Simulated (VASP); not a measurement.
HfO2, 6 atoms in the cell. Symmetry: Pmmn, No. 59, orthorhombic system. The conventional cell has a = 3.469 Å, b = 3.604 Å, c = 5.264 Å, α = 90.00°, β = 90.00°, γ = 90.00°. Within 2.7 Å of Hf (site symmetry mm2) lie 8 O at 2.01 to 2.42 Å. Within 2.7 Å of O (site symmetry mm2) lie 4 Hf at 2.01 to 2.42 Å and 6 O at 2.57 to 2.63 Å. Within 2.7 Å of O (site symmetry mm2) lie 4 Hf at 2.07 to 2.37 Å and 6 O at 2.57 to 2.63 Å.  This cell differs from its parent crystal: strain -0.0375 x Voigt [1, 0, 0, 0, 0, 0].

```yaml
Program: VASP 6.6.1
Task: single point
Functional: PBE
Potentials_or_basis: VASP PAW PBE potentials, release 64 (Hf_pv, O)
Cutoff: 520 eV
k_mesh: 6 × 6 × 4
Occupations: gaussian, width 0.05 eV
Spin: no spin polarisation
Dipole_correction: no
Further_INCAR_settings: ALGO = Normal; EDIFF = 1e-06; NBANDS = 31
```

Potentials or basis: VASP PAW PBE potentials, release 64 (Hf_pv, O).

The run is started by

```console
$ cat potpaw_PBE.64/Hf_pv/POTCAR potpaw_PBE.64/O/POTCAR > POTCAR
$ mpirun -np 1 vasp_std > vasp.out
```

Hardware: 1 thread of Intel Xeon 8259CL, on a shared host.

Task: How long does it take, and how much memory?

Result: Run time: 110 s on 1 thread of Intel Xeon 8259CL (shared host), peak memory 0.23 GiB. Counts: scf iterations 14, k points 48.
